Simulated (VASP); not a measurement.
Write the native input for VASP 6.6.1 that does the following.

| Quantity | Value |
| --- | --- |
| Task | single point |
| Functional | PBE |
| Potentials or basis | VASP PAW PBE potentials, release 64 (Si, C) |
| Cutoff | 520 eV |
| k mesh | 12 × 12 × 6 |
| Occupations | gaussian, width 0.02 eV |
| Spin | no spin polarisation |
| Dipole correction | no |
| Further INCAR settings | ALGO = Normal; EDIFF = 1e-06; NBANDS = 11 |

The structure of SiC lies in POSCAR:

```
SiC
1.0
    3.0966243104      0.0000000000      0.0000000000
   -1.5483121552      2.6817553188      0.0000000000
    0.0000000000      0.0000000000      5.0123722027
Si C
1 1
Direct
    0.3333333333      0.6666666667      0.0000000000
    0.6666666667      0.3333333333      0.0000000000
```

The input as run:

INCAR

```
ALGO = Normal
EDIFF = 1E-6
ENCUT = 520
GGA = PE
ISIF = 2
ISMEAR = 0
LASPH = T
LCHARG = F
LREAL = F
LWAVE = F
NBANDS = 11
NELM = 80
PREC = Accurate
SIGMA = 0.02
```

KPOINTS

```
k-points
0
Gamma
  12 12 6
```

Potentials or basis: VASP PAW PBE potentials, release 64 (Si, C).

Launch:

```sh
$ cat potpaw_PBE.64/Si/POTCAR potpaw_PBE.64/C/POTCAR > POTCAR
$ mpirun -np 1 vasp_std > vasp.out
```

It gave:

```
Pressure               : 0.0 GPa
Band gap on the k mesh : 2.15 eV, indirect (least direct gap 2.37 eV)
```

Run time: 16 s on 1 thread of AMD EPYC 9R45 (Zen 5), on a shared host, peak memory 0.14 GiB.
